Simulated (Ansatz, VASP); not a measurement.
Ga: VASP beside Ansatz

```
CELL_PARAMETERS angstrom
-2.20857 0.00000 3.81610
0.00000 -4.53431 0.00000
2.20857 0.00000 3.81610
ATOMIC_POSITIONS crystal
Ga 0.15549 0.91680 0.15549
Ga 0.65549 0.58320 0.65549
Ga 0.84451 0.08320 0.84451
Ga 0.34451 0.41680 0.34451
```

Alike in both runs: functional r2SCAN; k mesh 5 × 4 × 5; occupations tetrahedron; no spin polarisation.

Ansatz relaxed the structure, and its values are those at the end. VASP's run is a single point on that final structure, the one shown.

```csv
,VASP,Ansatz
version,VASP 6.6.1,Ansatz 0.2.0
potentials or method,"VASP PAW PBE potentials, release 64 (Ga_d), cutoff 520 eV",PAW plane waves
valence electrons in the cell,52,52
```

```csv
,VASP,Ansatz,Ansatz less VASP
gap on the k mesh at the Fermi level (eV),none,none,-
pressure (GPa),0.1,0.0,-0.09
rms of the force components (eV/Å),0.003,0.000,-0.0030
```

VASP's potentials were made for PBE, not for r2SCAN. A gap of «none» marks a metal or a gap that the smearing closes. Ansatz's warnings: band table not solved further, forces under tetrahedra, tetrahedron derivatives may miss energy slope.
